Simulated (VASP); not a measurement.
# Mg (P6_3/mmc) in VASP: further runs

Runs on Mg. Level: PBEsol. Tasks: single point, relaxation of volume and atoms at fixed shape.

Everything below comes from runs of VASP 6.6.1. Logs are shortened: lines on timing, memory, paths and dates and some standing lists are left out, and cuts for length are marked.

**1. The cell of the first run**

It takes space group P6_3/mmc (No. 194, hexagonal). The conventional cell has a = 3.177 Å, b = 3.177 Å, c = 5.157 Å, α = 90.00°, β = 90.00°, γ = 120.00°. Within 4.2 Å of Mg (site symmetry -6m2) lie 12 Mg at 3.16 to 3.18 Å.

**2. Single point, PBEsol**

INCAR

```
SYSTEM = Mg
PREC = Accurate
ENCUT = 520
EDIFF = 1E-6
ISMEAR = -1
SIGMA = 0.1
LREAL = .False.
LASPH = .True.
NELM = 60
ALGO = Normal
ISIF = 2
LWAVE = .False.
LCHARG = .False.
GGA = PS
NBANDS = 9
```

KPOINTS

```
Automatic mesh
0
Gamma
  17 17 9
  0 0 0
```

POSCAR

```
Mg
1.0
    3.1767212123      0.0000000000      0.0000000000
   -1.5883606061      2.7511212706      0.0000000000
    0.0000000000      0.0000000000      5.1574086281
Mg
2
Direct
    0.3333333333      0.6666666667      0.2500000000
    0.6666666667      0.3333333333      0.7500000000
```

Potentials or basis: VASP PAW PBE potentials, release 64 (Mg).

Started as:

```bash
cat potpaw_PBE.64/Mg/POTCAR > POTCAR
mpirun -np 1 vasp_std > vasp.out
```

OUTCAR:

```text
SYSTEM = Mg
   PREC = Accurate
   ENCUT = 520
   EDIFF = 1E-6
   ISMEAR = -1
   LREAL = .False.
   LASPH = .True.
   NELM = 60
   ISIF = 2
   GGA = PS

 ion  position               nearest neighbor table
   1  0.333  0.667  0.250-   2 3.16   2 3.16   2 3.16   2 3.16   2 3.16   2 3.16
   2  0.667  0.333  0.750-   1 3.16   1 3.16   1 3.16   1 3.16   1 3.16   1 3.16

  LATTYP: Found a hexagonal cell.
 ALAT       =     3.1767212123
 C/A-ratio  =     1.6235005477

  Lattice vectors:

 A1 = (   3.1767212123,   0.0000000000,   0.0000000000)
 A2 = (  -1.5883606061,   2.7511212706,   0.0000000000)
 A3 = (   0.0000000000,   0.0000000000,   5.1574086281)

Analysis of symmetry for initial positions (statically):
=====================================================================
 Subroutine PRICEL returns:
 Original cell was already a primitive cell.

 Routine SETGRP: Setting up the symmetry group for a
 hexagonal supercell.

 Subroutine GETGRP returns: Found 24 space group operations
 (whereof 12 operations were pure point group operations)
 out of a pool of 24 trial point group operations.

The static configuration has the point symmetry D_3d.
 The point group associated with its full space group is D_6h.

Analysis of symmetry for dynamics (positions and initial velocities):
=====================================================================
 Subroutine PRICEL returns:
 Original cell was already a primitive cell.

 Routine SETGRP: Setting up the symmetry group for a
 hexagonal supercell.

 Subroutine GETGRP returns: Found 24 space group operations
 (whereof 12 operations were pure point group operations)
 out of a pool of 24 trial point group operations.

The dynamic configuration has the point symmetry D_3d.
 The point group associated with its full space group is D_6h.

 Subroutine INISYM returns: Found 24 space group operations
 (whereof 12 operations are pure point group operations),
 and found     1 'primitive' translations

----------------------------------------------------------------------------------------

                                     Primitive cell

  volume of cell :      45.0734

  direct lattice vectors                    reciprocal lattice vectors
     3.176721212  0.000000000  0.000000000     0.314789978  0.181744078  0.000000000
    -1.588360606  2.751121271  0.000000000     0.000000000  0.363488157  0.000000000
     0.000000000  0.000000000  5.157408628     0.000000000  0.000000000  0.193895825

  length of vectors
     3.176721212  3.176721212  5.157408628     0.363488157  0.363488157  0.193895825

  position of ions in fractional coordinates (direct lattice)
     0.333333333  0.666666667  0.250000000
     0.666666667  0.333333333  0.750000000

  ion indices of the primitive-cell ions
   primitive index   ion index
                 1           1
                 2           2

----------------------------------------------------------------------------------------

 KPOINTS: Automatic mesh

Automatic generation of k-mesh.
 Grid dimensions read from file:
 generate k-points for:   17   17    9

 Generating k-lattice:

  Cartesian coordinates                     Fractional coordinates (reciprocal lattice)
     0.018517058  0.010690828  0.000000000     0.058823529  0.000000000  0.000000000
     0.000000000  0.021381656  0.000000000     0.000000000  0.058823529  0.000000000
     0.000000000  0.000000000  0.021543981     0.000000000  0.000000000  0.111111111

  Length of vectors
     0.021381656  0.021381656  0.021543981

  Shift w.r.t. Gamma in fractional coordinates (k-lattice)
     0.000000000  0.000000000  0.000000000

 Subroutine IBZKPT returns following result:
 ===========================================

 Found    165 irreducible k-points:

 Following reciprocal coordinates:
            Coordinates               Weight
  0.000000  0.000000  0.000000      1.000000
  0.058824  0.000000  0.000000      6.000000
  0.117647  0.000000  0.000000      6.000000
  0.176471  0.000000  0.000000      6.000000
  0.235294  0.000000  0.000000      6.000000
  0.294118  0.000000  0.000000      6.000000
[... 16 lines left out ...]
  0.411765  0.117647  0.000000     12.000000
  0.176471  0.176471  0.000000      6.000000
 [... further k-points ...]
   k-points           NKPTS =    165   k-points in BZ     NKDIM =    165   number of bands    NBANDS=      9
   number of dos      NEDOS =    301   number of ions     NIONS =      2
   total plane-waves  NPLWV =  23040
   dimension x,y,z NGX =    24 NGY =   24 NGZ =   40
   dimension x,y,z NGXF=    48 NGYF=   48 NGZF=   80
   ions per type =               2
   NGX,Y,Z   is equivalent  to a cutoff of  12.56, 12.56, 12.89 a.u.
   NGXF,Y,Z  is equivalent  to a cutoff of  25.12, 25.12, 25.79 a.u.
 SYSTEM =  Mg
   PREC   = accura    normal or accurate (medium, high low for compatibility)
   ISTART =      0    job   : 0-new  1-cont  2-samecut
   ICHARG =      2    charge: 1-file 2-atom 10-const
   ISPIN  =      1    spin polarized calculation?
   LNONCOLLINEAR =      F non collinear calculations
   LSORBIT =      F    spin-orbit coupling
   LASPH  =      T    aspherical Exc in radial PAW
   ENCUT  =  520.0 eV  38.22 Ry    6.18 a.u.   5.91  5.91  9.59*2*pi/ulx,y,z
   NELM   =     60;   NELMIN=  2; NELMDL= -5     # of ELM steps
   EDIFF  = 0.1E-05   stopping-criterion for ELM
   LREAL  =      F    real-space projection
   EDIFFG = 0.1E-04   stopping-criterion for IOM
   NSW    =      0    number of steps for IOM
   IBRION =     -1    ionic relax: 0-MD 1-quasi-New 2-CG
   NFREE  =      0    steps in history (QN), initial steepest desc. (CG)
   ISIF   =      2    stress and relaxation
   ISYM   =      2    0-nonsym 1-usesym 2-fastsym
   POTIM  = 0.5000    time-step for ionic-motion
   TEBEG  =    0.0;   TEEND  =   0.0 temperature during run
   PSTRESS=    0.0 pullay stress
   NELECT =       4.0000    total number of electrons
   NUPDOWN=      -1.0000    fix difference up-down
   EMIN   =  10.00;   EMAX   =-10.00  energy-range for DOS
   EFERMI =   0.00;   METHOD = LEGACY
   ISMEAR =    -1;   SIGMA  =   0.10  broadening in eV -4-tet -1-fermi 0-gaus
   EFERMI_NEDOS =   21; number of points for ismear=-14 and -15
   IALGO  =     38    algorithm
   IMIX   =      4    mixing-type and parameters
     AMIX     =   0.40;   BMIX     =  1.00
     AMIX_MAG =   1.60;   BMIX_MAG =  1.00
  volume/ion in A,a.u.               =      22.54       152.09
  Fermi-wavevector in a.u.,A,eV,Ry     =   0.730222  1.379919  7.254948  0.533224
  Thomas-Fermi vector in A             =   1.822138
   LORBIT       =      0    0 simple, 1 ext, 2 COOP (PROOUT), +10 PAW based schemes
   GGA     = PS    functional components
   LHFCALC =     F    Hartree Fock is set to
   AEXX    =    0.0000 exact exchange contribution
   IVDW    =     0    specifies the selected vdW correction
   LEPSILON=     F    determine dielectric tensor
   LRPA    =     F    only Hartree local field effects (RPA)
 non-spin polarized calculation
  energy-cutoff  :      520.00
  volume of cell :       45.07
 maximum number of plane-waves:      1226
 NGX is ok and might be reduce to    24
   NGX = 11   NGY = 11   NGZ = 19

 number of electron       4.0000000 magnetization

 Free energy of the ion-electron system (eV)
  ---------------------------------------------------
  ext. energy  EPLUGINS =         0.00000000
  ---------------------------------------------------
  free energy    TOTEN  =        -3.46138640 eV

  energy without entropy =       -3.43554837  energy(sigma->0) =       -3.44846739

 E-fermi :   2.7144     XC(G=0):  -8.5917

 val. band max:        2.6856208211   @ k =   0.0588   0.0588   0.1111
 cond. band min:       2.7354220980   @ k =   0.2353   0.1176   0.0000
 fundamental gap:      0.0498012769
 Fermi energy:         2.7144138804

 k-point     1 :       0.0000    0.0000    0.0000
  band No.  band energies     occupation
      1      -4.3206      2.00000
      2       0.9724      2.00000
      3       1.4515      1.99999
      4      13.7211      0.00000
      5      13.7211      0.00000
      6      13.8760      0.00000
      7      13.8760      0.00000
      8      14.6138      0.00000
      9      16.2958      0.00000

 k-point     2 :       0.0588    0.0000    0.0000
  band No.  band energies     occupation
      1      -4.2516      2.00000
      2       1.0353      2.00000
      3       1.5184      1.99999
      4      12.2013      0.00000
      5      12.8800      0.00000
      6      13.6633      0.00000
      7      14.8122      0.00000
      8      15.3146      0.00000
      9      16.9720      0.00000

 k-point     3 :       0.1176    0.0000    0.0000
  band No.  band energies     occupation
      1      -4.0450      2.00000
      2       1.2239      2.00000
      3       1.7181      1.99991
      4      10.3783      0.00000
      5      12.0769      0.00000
      6      12.8428      0.00000
      7      15.1256      0.00000
      8      15.4112      0.00000
      9      15.8217      0.00000

 k-point     4 :       0.1765    0.0000    0.0000
  band No.  band energies     occupation
      1      -3.7017      2.00000
      2       1.5384      1.99998
      3       2.0461      1.99750
      4       8.6063      0.00000
      5      11.3875      0.00000
      6      11.9475      0.00000
      7      13.3621      0.00000
      8      14.4313      0.00000
      9      15.9913      0.00000

 k-point     5 :       0.2353    0.0000    0.0000
  band No.  band energies     occupation
      1      -3.2231      2.00000
      2       1.9791      1.99872
      3       2.4913      1.80602
      4       6.9377      0.00000
      5      10.8135      0.00000
      6      11.0117      0.00000
      7      11.6770      0.00000
      8      13.3121      0.00000
      9      15.3257      0.00000

 k-point     6 :       0.2941    0.0000    0.0000
  band No.  band energies     occupation
      1      -2.6114      2.00000
      2       2.5463      1.68623
      3       3.0127      0.09645
      4       5.4230      0.00000
      5      10.0031      0.00000
      6      10.1002      0.00000
      7      10.3549      0.00000
      8      12.3921      0.00000
      9      14.8053      0.00000
[... 169 lines left out ...]
 k-point    21 :       0.2941    0.1176    0.0000
  band No.  band energies     occupation
      1      -1.6681      2.00000
      2       3.4169      0.00178
      3       3.4292      0.00157
      4       4.5863      0.00000
      5       7.2263      0.00000
      6       8.8258      0.00000
      7       9.9095      0.00000
      8      12.1115      0.00000
      9      13.0481      0.00000

 k-point    22 :       0.3529    0.1176    0.0000
  band No.  band energies     occupation
      1      -0.8013      2.00000
      2       2.4627      1.85063
      3       4.2484      0.00000
      4       4.9586      0.00000
      5       6.8543      0.00000
      6       7.5007      0.00000
      7       8.8530      0.00000
      8      11.8468      0.00000
      9      12.8262      0.00000

 k-point    23 :       0.4118    0.1176    0.0000
  band No.  band energies     occupation
      1       0.1865      2.00000
      2       1.2864      2.00000
      3       5.1812      0.00000
      4       5.6888      0.00000
      5       6.3138      0.00000
      6       6.4076      0.00000
      7       8.1842      0.00000
      8      11.7152      0.00000
      9      12.7140      0.00000

 k-point    24 :       0.1765    0.1765    0.0000
  band No.  band energies     occupation
      1      -2.4761      2.00000
      2       2.6724      1.20714
      3       3.1497      0.02542
      4       6.3207      0.00000
      5       6.8184      0.00000
      6      10.9994      0.00000
      7      11.6732      0.00000
      8      11.7678      0.00000
      9      12.6629      0.00000

 [... further k-points ...]

------------------------ aborting loop because EDIFF is reached ----------------------------------------

  FORCE on cell =-STRESS in cart. coord.  units (eV):
  Direction    XX          YY          ZZ          XY          YZ          ZX
  --------------------------------------------------------------------------------------
  -------------------------------------------------------------------------------------
  Total       -0.0326000     -0.0326000      0.0327316     -0.0000000      0.0000000      0.0000000
  in kB       -1.1587977     -1.1587977      1.1634770     -0.0000000      0.0000000      0.0000000
  external PRESSURE =      -0.3847061 kB  Pullay stress =       0.0000000 kB

 VOLUME and BASIS-vectors are now :
 -----------------------------------------------------------------------------
  energy-cutoff  :      520.00
  volume of cell :       45.07
      direct lattice vectors                 reciprocal lattice vectors
     3.176721212  0.000000000  0.000000000     0.314789978  0.181744078  0.000000000
    -1.588360606  2.751121271  0.000000000     0.000000000  0.363488157  0.000000000
     0.000000000  0.000000000  5.157408628     0.000000000  0.000000000  0.193895825

 POSITION                                       TOTAL-FORCE (eV/Angst)
 -----------------------------------------------------------------------------------
     -0.00000      1.83408      1.28935        -0.000000      0.000000      0.000000
      1.58836      0.91704      3.86806         0.000000      0.000000      0.000000
 -----------------------------------------------------------------------------------
    total drift:                                0.000000     -0.000000      0.000000

  FREE ENERGIE OF THE ION-ELECTRON SYSTEM (eV)
  ---------------------------------------------------
  free  energy   TOTEN  =        -3.4613864010 eV

  energy  without entropy=       -3.4355483723  energy(sigma->0) =       -3.44846739
```

It took 41 s on 1 thread of Oxide Virtual Turin-like, shared host; peak memory 0.17 GiB.

What came out:

```yaml
Free_energy: -3.4614 eV
Pressure: 0.0 GPa
Band_gap_on_the_k_mesh: zero (bands 2 and 3 overlap by 2.37 eV)
```

Stress tensor (GPa, compression positive):
```
-0.12  0.00  0.00
 0.00 -0.12  0.00
 0.00  0.00  0.12
```

Levels at points of the mesh, in eV from the Fermi level:
```
           k point  band 1  band 2  band 3  band 4  band 5  band 6  band 7
(0.00, 0.00, 0.00)   -7.04   -1.74   -1.26   11.01   11.01   11.16   11.16
```

Caveat: the PAW data sets were made with another functional, which shifts forces and pressure a little.

**3. Relaxation of volume and atoms at fixed shape, PBEsol**

This run uses another cell than the first one, of 23.24 Å³/atom.

INCAR

```
  PREC = Accurate
  ENCUT = 600
  EDIFF = 1E-6
  ISMEAR = -1
  SIGMA = 0.1
  LREAL = F
  LASPH = T
  NELM = 60
  ALGO = Normal
  ISIF = 8
  LWAVE = F
  LCHARG = F
  GGA = PS
  IBRION = 2
  NSW = 80
  EDIFFG = -0.02
```

KPOINTS

```
regular mesh
0
Gamma
  17 17 9
```

POSCAR

```
Mg
1.0
    3.2093000000      0.0000000000      0.0000000000
   -1.6046500000      2.7793350000      0.0000000000
    0.0000000000      0.0000000000      5.2103000000
Mg
2
Direct
    0.3333333333      0.6666666667      0.2500000000
    0.6666666667      0.3333333333      0.7500000000
```

Potentials or basis: VASP PAW PBE potentials, release 64 (Mg).

Started as:

```bash
cat potpaw_PBE.64/Mg/POTCAR > POTCAR
mpirun -np 1 vasp_std > vasp.out
```

It took 82 s on 1 thread of Oxide Virtual Turin-like, shared host; peak memory 0.19 GiB.

Results (log left out):

```yaml
Free_energy: -3.4616 eV
Relaxed_volume: 22.52 Å³/atom
Relaxed_cell: a = 3.176 Å, b = 3.176 Å, c = 5.156 Å, α = 90.00°, β = 90.00°, γ = 120.00°
Space_group_after_relaxing_to_0.1_Å: P6_3/mmc (No. 194)
Energy_gained_by_relaxing: 2.6 meV/atom
Ionic_steps: 3
Pressure_after_relaxing: 0.0 GPa
Band_gap_on_the_k_mesh: zero (bands 2 and 3 overlap by 2.37 eV)
```

Stress tensor (GPa, compression positive):
```
-0.08  0.00  0.00
 0.00 -0.08  0.00
 0.00  0.00  0.15
```

Step by step:
```csv
step,energy change (eV),largest force (eV/Å),pressure (GPa),volume (Å³)
1,0.0000,0.0000,-1.12,46.47
2,-0.0049,0.0000,-0.30,45.39
3,-0.0052,0.0000,0.00,45.03
```

Final structure:
```xyz
2
Lattice="3.1757 0.0000 0.0000 -1.5879 2.7502 0.0000 0.0000 0.0000 5.1558" Properties=species:S:1:pos:R:3 pbc="T T T"
Mg    0.0000    1.8335    1.2889
Mg    1.5879    0.9167    3.8668
```

Levels at points of the mesh, in eV from the Fermi level:
| k point | band 1 | band 2 | band 3 | band 4 | band 5 | band 6 |
| --- | --- | --- | --- | --- | --- | --- |
| (0.00, 0.00, 0.00) | -7.04 | -1.74 | -1.26 | 11.01 | 11.01 | 11.17 |

Caveat: the PAW data sets were made with another functional, which shifts forces and pressure a little.

The gap in the log of VASP goes by the Fermi energy; the results here count the filled bands.